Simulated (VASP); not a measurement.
# GaAs (I-4m2) in VASP: notebook

The runs below take GaAs through single point, with PBEsol.

Program: VASP 6.6.1. These are calculated values, not measurements. Logs are shortened: lines on timing, memory, paths and dates and some standing lists are left out, and cuts for length are marked.

## (1) The cell of the first run

Symmetry: I-4m2, No. 119, tetragonal system. The conventional cell has a = 3.961 Å, b = 3.961 Å, c = 5.692 Å, α = 90.00°, β = 90.00°, γ = 90.00°. Within 3.2 Å of Ga (site symmetry -4m2) lie 4 As at 2.44 Å. Within 3.2 Å of As (site symmetry -4m2) lie 4 Ga at 2.44 Å.

## (2) Single point, PBEsol (in-plane strain -0.01)

File INCAR:

```
SYSTEM = GaAs
  PREC = Accurate
  ENCUT = 520
  EDIFF = 1E-6
  ISMEAR = 0
  SIGMA = 0.01
  LREAL = .False.
  LASPH = .True.
  NELM = 80
  ALGO = Normal
  ISIF = 2
  LWAVE = .False.
  LCHARG = .False.
  GGA = PS
  NBANDS = 16
```

File KPOINTS:

```
Automatic mesh
0
Gamma
  8 8 8
  0 0 0
```

File POSCAR:

```
GaAs
1.0
    2.8008558155      2.8008558155      0.0000000000
   -2.8008558155      2.8008558155      0.0000000000
    0.0000000000      2.8008558155      2.8461221721
Ga As
1 1
Direct
    0.0000000000      0.0000000000      0.0000000000
    0.7500000000      0.2500000000      0.5000000000
```

Potentials or basis: VASP PAW PBE potentials, release 64 (Ga_d, As).

Started as:

```
> cat potpaw_PBE.64/Ga_d/POTCAR potpaw_PBE.64/As/POTCAR > POTCAR
> mpirun -np 1 vasp_std > vasp.out
```

OUTCAR:

```text
SYSTEM = GaAs
   PREC = Accurate
   ENCUT = 520
   EDIFF = 1E-6
   ISMEAR = 0
   LREAL = .False.
   LASPH = .True.
   NELM = 80
   ISIF = 2
   GGA = PS

 ion  position               nearest neighbor table
   1  0.000  0.000  0.000-   2 2.44   2 2.44   2 2.44   2 2.44
   2  0.750  0.250  0.500-   1 2.44   1 2.44   1 2.44   1 2.44

  LATTYP: Found a body centered tetragonal cell.
 ALAT       =     3.9610082805
 C/A-ratio  =     1.4370695391

  Lattice vectors:

 A1 = (   2.8008558155,   0.0000000000,  -2.8461221721)
 A2 = (  -2.8008558155,   0.0000000000,  -2.8461221721)
 A3 = (   0.0000000000,   2.8008558155,   2.8461221721)

Analysis of symmetry for initial positions (statically):
=====================================================================
 Subroutine PRICEL returns:
 Original cell was already a primitive cell.

 Routine SETGRP: Setting up the symmetry group for a
 body centered tetragonal supercell.

 Subroutine GETGRP returns: Found  8 space group operations
 (whereof  8 operations were pure point group operations)
 out of a pool of 16 trial point group operations.

The static configuration has the point symmetry D_2d.

Analysis of symmetry for dynamics (positions and initial velocities):
=====================================================================
 Subroutine PRICEL returns:
 Original cell was already a primitive cell.

 Routine SETGRP: Setting up the symmetry group for a
 body centered tetragonal supercell.

 Subroutine GETGRP returns: Found  8 space group operations
 (whereof  8 operations were pure point group operations)
 out of a pool of 16 trial point group operations.

The dynamic configuration has the point symmetry D_2d.

 Subroutine INISYM returns: Found  8 space group operations
 (whereof  8 operations are pure point group operations),
 and found     1 'primitive' translations

----------------------------------------------------------------------------------------

                                     Primitive cell

  volume of cell :      44.6545

  direct lattice vectors                    reciprocal lattice vectors
     2.800855815  2.800855815  0.000000000     0.178516865  0.178516865 -0.175677631
    -2.800855815  2.800855815  0.000000000    -0.178516865  0.178516865 -0.175677631
     0.000000000  2.800855815  2.846122172     0.000000000  0.000000000  0.351355261

  length of vectors
     3.961008281  3.961008281  3.993144715     0.307569784  0.307569784  0.351355261

  position of ions in fractional coordinates (direct lattice)
     0.000000000  0.000000000  0.000000000
     0.750000000  0.250000000  0.500000000

  ion indices of the primitive-cell ions
   primitive index   ion index
                 1           1
                 2           2

----------------------------------------------------------------------------------------

 KPOINTS: Automatic mesh

Automatic generation of k-mesh.
 Grid dimensions read from file:
 generate k-points for:    8    8    8

 Generating k-lattice:

  Cartesian coordinates                     Fractional coordinates (reciprocal lattice)
     0.022314608  0.022314608 -0.021959704     0.125000000  0.000000000  0.000000000
    -0.022314608  0.022314608 -0.021959704     0.000000000  0.125000000  0.000000000
     0.000000000  0.000000000  0.043919408     0.000000000  0.000000000  0.125000000

  Length of vectors
     0.038446223  0.038446223  0.043919408

  Shift w.r.t. Gamma in fractional coordinates (k-lattice)
     0.000000000  0.000000000  0.000000000

 Subroutine IBZKPT returns following result:
 ===========================================

 Found     59 irreducible k-points:

 Following reciprocal coordinates:
            Coordinates               Weight
  0.000000  0.000000  0.000000      1.000000
  0.125000  0.000000 -0.000000      8.000000
  0.250000  0.000000 -0.000000      8.000000
  0.375000  0.000000 -0.000000      8.000000
  0.500000  0.000000 -0.000000      4.000000
  0.125000  0.125000 -0.000000      8.000000
[... 16 lines left out ...]
  0.250000  0.000000  0.125000      4.000000
  0.375000  0.000000  0.125000      8.000000
 [... further k-points ...]
   k-points           NKPTS =     59   k-points in BZ     NKDIM =     59   number of bands    NBANDS=     16
   number of dos      NEDOS =    301   number of ions     NIONS =      2
   total plane-waves  NPLWV =  27000
   dimension x,y,z NGX =    30 NGY =   30 NGZ =   30
   dimension x,y,z NGXF=    60 NGYF=   60 NGZF=   60
   ions per type =               1   1
   NGX,Y,Z   is equivalent  to a cutoff of  12.59, 12.59, 12.49 a.u.
   NGXF,Y,Z  is equivalent  to a cutoff of  25.18, 25.18, 24.98 a.u.
 SYSTEM =  GaAs
   PREC   = accura    normal or accurate (medium, high low for compatibility)
   ISTART =      0    job   : 0-new  1-cont  2-samecut
   ICHARG =      2    charge: 1-file 2-atom 10-const
   ISPIN  =      1    spin polarized calculation?
   LNONCOLLINEAR =      F non collinear calculations
   LSORBIT =      F    spin-orbit coupling
   LASPH  =      T    aspherical Exc in radial PAW
   ENCUT  =  520.0 eV  38.22 Ry    6.18 a.u.   7.36  7.36  7.42*2*pi/ulx,y,z
   NELM   =     80;   NELMIN=  2; NELMDL= -5     # of ELM steps
   EDIFF  = 0.1E-05   stopping-criterion for ELM
   LREAL  =      F    real-space projection
   EDIFFG = 0.1E-04   stopping-criterion for IOM
   NSW    =      0    number of steps for IOM
   IBRION =     -1    ionic relax: 0-MD 1-quasi-New 2-CG
   NFREE  =      0    steps in history (QN), initial steepest desc. (CG)
   ISIF   =      2    stress and relaxation
   ISYM   =      2    0-nonsym 1-usesym 2-fastsym
   POTIM  = 0.5000    time-step for ionic-motion
   TEBEG  =    0.0;   TEEND  =   0.0 temperature during run
   PSTRESS=    0.0 pullay stress
   NELECT =      18.0000    total number of electrons
   NUPDOWN=      -1.0000    fix difference up-down
   EMIN   =  10.00;   EMAX   =-10.00  energy-range for DOS
   EFERMI =   0.00;   METHOD = LEGACY
   ISMEAR =     0;   SIGMA  =   0.01  broadening in eV -4-tet -1-fermi 0-gaus
   EFERMI_NEDOS =   21; number of points for ismear=-14 and -15
   IALGO  =     38    algorithm
   IMIX   =      4    mixing-type and parameters
     AMIX     =   0.40;   BMIX     =  1.00
     AMIX_MAG =   1.60;   BMIX_MAG =  1.00
  volume/ion in A,a.u.               =      22.33       150.67
  Fermi-wavevector in a.u.,A,eV,Ry     =   1.209328  2.285298 19.898158  1.462473
  Thomas-Fermi vector in A             =   2.344908
   LORBIT       =      0    0 simple, 1 ext, 2 COOP (PROOUT), +10 PAW based schemes
   GGA     = PS    functional components
   LHFCALC =     F    Hartree Fock is set to
   AEXX    =    0.0000 exact exchange contribution
   IVDW    =     0    specifies the selected vdW correction
   LEPSILON=     F    determine dielectric tensor
   LRPA    =     F    only Hartree local field effects (RPA)
 non-spin polarized calculation
 Gauss-broadening in eV      SIGMA  =   0.01
  energy-cutoff  :      520.00
  volume of cell :       44.65
 maximum number of plane-waves:      1243
 NGX is ok and might be reduce to    30
   NGX = 15   NGY = 15   NGZ = 15

 number of electron      18.0000004 magnetization

 Free energy of the ion-electron system (eV)
  ---------------------------------------------------
  ext. energy  EPLUGINS =         0.00000000
  ---------------------------------------------------
  free energy    TOTEN  =        -9.08326865 eV

  energy without entropy =       -9.08326865  energy(sigma->0) =       -9.08326865

 E-fermi :   4.0547     XC(G=0):  -9.8249

 val. band max:        3.9479080991   @ k =   0.0000   0.0000   0.0000
 cond. band min:       4.4572079044   @ k =   0.0000   0.0000   0.0000
 fundamental gap:      0.5092998053
 Fermi energy:         4.0546842561

 k-point     1 :       0.0000    0.0000    0.0000
  band No.  band energies     occupation
      1     -10.8853      2.00000
      2     -10.8813      2.00000
      3     -10.8813      2.00000
      4     -10.8009      2.00000
      5     -10.7988      2.00000
      6      -8.9208      2.00000
[... 8 lines left out ...]
     15      13.8876      0.00000
     16      14.2133      0.00000

 k-point     2 :       0.1250    0.0000   -0.0000
  band No.  band energies     occupation
      1     -10.8975      2.00000
      2     -10.8801      2.00000
      3     -10.8776      2.00000
      4     -10.8012      2.00000
      5     -10.7988      2.00000
      6      -8.7338      2.00000
[... 8 lines left out ...]
     15      13.0304      0.00000
     16      13.2587      0.00000

 k-point     3 :       0.2500    0.0000   -0.0000
  band No.  band energies     occupation
      1     -10.9293      2.00000
      2     -10.8721      2.00000
      3     -10.8696      2.00000
      4     -10.8010      2.00000
      5     -10.7980      2.00000
      6      -8.2116      2.00000
[... 8 lines left out ...]
     15      12.9119      0.00000
     16      12.9401      0.00000

 k-point     4 :       0.3750    0.0000   -0.0000
  band No.  band energies     occupation
      1     -10.9574      2.00000
      2     -10.8656      2.00000
      3     -10.8632      2.00000
      4     -10.7991      2.00000
      5     -10.7954      2.00000
      6      -7.5091      2.00000
[... 8 lines left out ...]
     15      14.0570      0.00000
     16      14.1335      0.00000
[... 324 lines left out ...]
 k-point    22 :       0.0000    0.0000    0.1250
  band No.  band energies     occupation
      1     -10.9076      2.00000
      2     -10.8741      2.00000
      3     -10.8741      2.00000
      4     -10.8015      2.00000
      5     -10.7990      2.00000
      6      -8.6764      2.00000
[... 8 lines left out ...]
     15      12.6381      0.00000
     16      14.4610      0.00000

 k-point    23 :       0.2500    0.0000    0.1250
  band No.  band energies     occupation
      1     -10.9174      2.00000
      2     -10.8734      2.00000
      3     -10.8732      2.00000
      4     -10.8035      2.00000
      5     -10.7972      2.00000
      6      -8.4302      2.00000
[... 8 lines left out ...]
     15      13.1012      0.00000
     16      13.6007      0.00000

 k-point    24 :       0.3750    0.0000    0.1250
  band No.  band energies     occupation
      1     -10.9460      2.00000
      2     -10.8655      2.00000
      3     -10.8649      2.00000
      4     -10.8038      2.00000
      5     -10.7959      2.00000
      6      -7.8324      2.00000
[... 8 lines left out ...]
     15      13.5292      0.00000
     16      15.0107      0.00000

 [... further k-points ...]
[... 5 lines left out ...]
  --------------------------------------------------------------------------------------
  -------------------------------------------------------------------------------------
  Total        0.4257641      0.4257641      0.1450620      0.0000000      0.0000000      0.0000000
  in kB       15.2761734     15.2761734      5.2047437      0.0000000      0.0000000      0.0000000
  external PRESSURE =      11.9190302 kB  Pullay stress =       0.0000000 kB

 VOLUME and BASIS-vectors are now :
 -----------------------------------------------------------------------------
  energy-cutoff  :      520.00
  volume of cell :       44.65
      direct lattice vectors                 reciprocal lattice vectors
     2.800855815  2.800855815  0.000000000     0.178516865  0.178516865 -0.175677631
    -2.800855815  2.800855815  0.000000000    -0.178516865  0.178516865 -0.175677631
     0.000000000  2.800855815  2.846122172     0.000000000  0.000000000  0.351355261

 POSITION                                       TOTAL-FORCE (eV/Angst)
 -----------------------------------------------------------------------------------
      0.00000      0.00000      0.00000         0.000000      0.000000      0.000000
      1.40043      4.20128      1.42306        -0.000000     -0.000000      0.000000
 -----------------------------------------------------------------------------------
    total drift:                                0.000001     -0.000000     -0.000000

  FREE ENERGIE OF THE ION-ELECTRON SYSTEM (eV)
  ---------------------------------------------------
  free  energy   TOTEN  =        -9.0832686538 eV

  energy  without entropy=       -9.0832686538  energy(sigma->0) =       -9.08326865
```

Run time: 80 s. Hardware: 1 thread of AMD EPYC 7R13, shared host; peak memory 0.16 GiB.

Results:

| Property | Result |
| --- | --- |
| Free energy | -9.0833 eV |
| Pressure | 1.2 GPa |
| Band gap on the k mesh | 0.51 eV, direct |

Caveat: the cell differs from its parent crystal (in-plane strain -0.01); the PAW data sets were made with another functional, which shifts forces and pressure a little.

[end of part 1 of 2]
